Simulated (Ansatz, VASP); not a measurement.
## Cd3NiO: VASP beside Ansatz

The input INCAR:

```
ALGO = Normal
EDIFF = 1E-7
EDIFFG = -0.01
ENCUT = 600
GGA = PE
IBRION = 2
ISIF = 3
ISMEAR = 0
LASPH = T
LCHARG = F
LREAL = F
LWAVE = F
NELM = 100
NSW = 100
PREC = Accurate
SIGMA = 0.1
```

File KPOINTS:

```
k-points
0
Gamma
  8 8 8
```

File POSCAR:

```
Cd3NiO
1.0
    4.5100573817      0.0000000000      0.0000000000
    0.0000000000      4.5100573817      0.0000000000
    0.0000000000      0.0000000000      4.5100573817
Cd Ni O
3 1 1
Direct
    0.0000000000      0.5000000000      0.0000000000
    0.0000000000      0.0000000000      0.5000000000
    0.5000000000      0.0000000000      0.0000000000
    0.5000000000      0.5000000000      0.5000000000
    0.0000000000      0.0000000000      0.0000000000
```

Input for Ansatz:

```yaml
crystal:
  lattice:
    - [4.5100573817, 0.0, 0.0]
    - [0.0, 4.5100573817, 0.0]
    - [0.0, 0.0, 4.5100573817]
  atoms:
    - { symbol: Cd, position: [0.0, 0.5, 0.0] }
    - { symbol: Cd, position: [0.0, 0.0, 0.5] }
    - { symbol: Cd, position: [0.5, 0.0, 0.0] }
    - { symbol: Ni, position: [0.5, 0.5, 0.5] }
    - { symbol: O, position: [0.0, 0.0, 0.0] }
basis:
  ecutwfc: 420
kpoints:
  mp_grid: { grid: [8, 8, 8] }
hamiltonian:
  xc: pbe
scf:
  occupations: { method: gaussian, width: 0.1 }
output:
  forces: true
  stress: true
  eigenvalues: true
  write_density: true
  write_potential: true
  elf: true
  volumetric_format: npy
relax:
  adjacent_minimum: "off"
  f_tol: 0.01
  max_steps: 80
  cell: { stress_tol: 0.05 }
```

Alike in both runs: task relaxation of cell and atoms; functional PBE; k mesh 8 × 8 × 8; occupations gaussian, width 0.1 eV; no spin polarisation.

```csv
,VASP,Ansatz
version,VASP 6.6.1,Ansatz 0.2.0
potentials or method,"VASP PAW PBE potentials, release 64 (Cd, Ni, O), cutoff 600 eV","scalar-relativistic, plane waves, PAW"
valence electrons in the cell,52,84
```

```tsv
	VASP	Ansatz	Ansatz less VASP
gap on the k mesh at the Fermi level, each at its own relaxed structure (eV)	none	none	-
relaxed volume (Å³/atom)	18.51	18.35	-0.163
relaxed cell length with the largest relative difference (Å)	4.523	4.510	-0.0133
```

A gap of «none» marks a metal or a gap that the smearing closes. VASP's potentials hold 52 valence electrons a cell and Ansatz's 84, so a difference there can come from the potentials and not from the codes.
